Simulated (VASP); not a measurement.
# Ti2Tl (P6/mmm) in VASP: notebook, part 2 of 2

VASP 6.6.1. Earlier steps stand in the parts before.

## Step 3: Single point, PBE

This run uses another cell than the first one, of 19.02 Å³/atom.

INCAR

```
PREC = Accurate
ENCUT = 520
EDIFF = 1E-7
ISMEAR = 0
SIGMA = 0.1
LREAL = False
LASPH = True
NELM = 80
ALGO = Fast
ISIF = 2
LWAVE = False
LCHARG = False
GGA = PE
NBANDS = 26
```

KPOINTS

```
regular mesh
0
Gamma
  12 12 16
```

POSCAR

```
Ti2Tl
1.0
    4.7510338409      0.0000000000      0.0000000000
   -2.3755169205      4.1145160004      0.0000000000
    0.0000000000      0.0000000000      2.9191957626
Ti Tl
2 1
Direct
    0.3333333333      0.6666666667      0.5000000000
    0.6666666667      0.3333333333      0.5000000000
    0.0000000000      0.0000000000      0.0000000000
```

Potentials or basis: VASP PAW PBE potentials, release 64 (Ti_sv, Tl_d).

Command:

```
$ cat potpaw_PBE.64/Ti_sv/POTCAR potpaw_PBE.64/Tl_d/POTCAR > POTCAR
$ mpirun -np 1 vasp_std > vasp.out
```

OUTCAR:

```text
PREC = Accurate
   ENCUT = 520
   EDIFF = 1E-7
   ISMEAR = 0
   LREAL = False
   LASPH = True
   NELM = 80
   ISIF = 2
   GGA = PE

 ion  position               nearest neighbor table
   1  0.333  0.667  0.500-   2 2.74   2 2.74   2 2.74   3 3.11   3 3.11   3 3.11   3 3.11   3 3.11
                             3 3.11
   2  0.667  0.333  0.500-   1 2.74   1 2.74   1 2.74   3 3.11   3 3.11   3 3.11   3 3.11   3 3.11
                             3 3.11
   3  0.000  0.000  0.000-   1 3.11   2 3.11   1 3.11   2 3.11   1 3.11   1 3.11   2 3.11   2 3.11
                             2 3.11   2 3.11   1 3.11   1 3.11

  LATTYP: Found a hexagonal cell.
 ALAT       =     4.7510338409
 C/A-ratio  =     0.6144337970

  Lattice vectors:

 A1 = (   4.7510338409,   0.0000000000,   0.0000000000)
 A2 = (  -2.3755169205,   4.1145160004,   0.0000000000)
 A3 = (   0.0000000000,   0.0000000000,   2.9191957626)

Analysis of symmetry for initial positions (statically):
=====================================================================
 Subroutine PRICEL returns:
 Original cell was already a primitive cell.

 Routine SETGRP: Setting up the symmetry group for a
 hexagonal supercell.

 Subroutine GETGRP returns: Found 24 space group operations
 (whereof 24 operations were pure point group operations)
 out of a pool of 24 trial point group operations.

The static configuration has the point symmetry D_6h.

Analysis of symmetry for dynamics (positions and initial velocities):
=====================================================================
 Subroutine PRICEL returns:
 Original cell was already a primitive cell.

 Routine SETGRP: Setting up the symmetry group for a
 hexagonal supercell.

 Subroutine GETGRP returns: Found 24 space group operations
 (whereof 24 operations were pure point group operations)
 out of a pool of 24 trial point group operations.

The dynamic configuration has the point symmetry D_6h.

[... 118 lines left out ...]
   IMIX   =      4    mixing-type and parameters
     AMIX     =   0.40;   BMIX     =  1.00
     AMIX_MAG =   1.60;   BMIX_MAG =  1.00
  volume/ion in A,a.u.               =      19.02       128.36
  Fermi-wavevector in a.u.,A,eV,Ry     =   1.416942  2.677632 27.316748  2.007724
  Thomas-Fermi vector in A             =   2.538224
   LORBIT       =      0    0 simple, 1 ext, 2 COOP (PROOUT), +10 PAW based schemes
   GGA     = PE    functional components
   LHFCALC =     F    Hartree Fock is set to
   AEXX    =    0.0000 exact exchange contribution
   IVDW    =     0    specifies the selected vdW correction
   LEPSILON=     F    determine dielectric tensor
   LRPA    =     F    only Hartree local field effects (RPA)
 non-spin polarized calculation
 RMM-DIIS sequential band-by-band and
 Gauss-broadening in eV      SIGMA  =   0.10
  energy-cutoff  :      520.00
  volume of cell :       57.07
 maximum number of plane-waves:      1557
 NGX is ok and might be reduce to    36
   NGX = 17   NGY = 17   NGZ = 11

 number of electron      37.0000012 magnetization

 Free energy of the ion-electron system (eV)
  ---------------------------------------------------
  ext. energy  EPLUGINS =         0.00000000
  ---------------------------------------------------
  free energy    TOTEN  =       -17.07307047 eV

  energy without entropy =      -17.04387831  energy(sigma->0) =      -17.05847439

 E-fermi :   8.7539     XC(G=0): -11.5040

 val. band max:        8.7496388757   @ k =   0.5000   0.0000   0.3750
 cond. band min:       8.7543010745   @ k =   0.0000   0.0000   0.1875
 fundamental gap:      0.0046621988
 Fermi energy:         8.7539126991

 k-point     1 :       0.0000    0.0000    0.0000
  band No.  band energies     occupation
      1     -47.9903      2.00000
      2     -47.8704      2.00000
      3     -24.4109      2.00000
      4     -24.4109      2.00000
      5     -24.0906      2.00000
      6     -24.0138      2.00000
[... 685 lines left out ...]
     25      11.6075      0.00000
     26      11.7256      0.00000

 [... further k-points ...]

------------------------ aborting loop because EDIFF is reached ----------------------------------------

  FORCE on cell =-STRESS in cart. coord.  units (eV):
  Direction    XX          YY          ZZ          XY          YZ          ZX
  --------------------------------------------------------------------------------------
  -------------------------------------------------------------------------------------
  Total       -0.0182071     -0.0182071     -0.0127331      0.0000000     -0.0000000      0.0000000
  in kB       -0.5111888     -0.5111888     -0.3574993      0.0000000     -0.0000000      0.0000000
  external PRESSURE =      -0.4599590 kB  Pullay stress =       0.0000000 kB

 VOLUME and BASIS-vectors are now :
 -----------------------------------------------------------------------------
  energy-cutoff  :      520.00
  volume of cell :       57.07
      direct lattice vectors                 reciprocal lattice vectors
     4.751033841  0.000000000  0.000000000     0.210480505  0.121520976  0.000000000
    -2.375516920  4.114516000  0.000000000     0.000000000  0.243041952  0.000000000
     0.000000000  0.000000000  2.919195763     0.000000000  0.000000000  0.342560103

 POSITION                                       TOTAL-FORCE (eV/Angst)
 -----------------------------------------------------------------------------------
     -0.00000      2.74301      1.45960         0.000000     -0.000000      0.000000
      2.37552      1.37151      1.45960        -0.000000      0.000000     -0.000000
      0.00000      0.00000      0.00000        -0.000000      0.000000     -0.000000
 -----------------------------------------------------------------------------------
    total drift:                                0.000000      0.000000     -0.000000

  FREE ENERGIE OF THE ION-ELECTRON SYSTEM (eV)
  ---------------------------------------------------
  free  energy   TOTEN  =       -17.0730704681 eV

  energy  without entropy=      -17.0438783084  energy(sigma->0) =      -17.05847439
```

Run time: 4.7 min. Hardware: 1 thread of Intel Xeon 6975P-C (Granite Rapids), shared host; peak memory 0.35 GiB.

What came out:

| Item | Value |
| --- | --- |
| Free energy | -17.0731 eV |
| Pressure | 0.0 GPa |
| Band gap on the k mesh | zero (an odd number of electrons rules out a gap without spin polarisation) |

Caveat: spin-orbit coupling is left out, which moves the levels of the heavy elements.
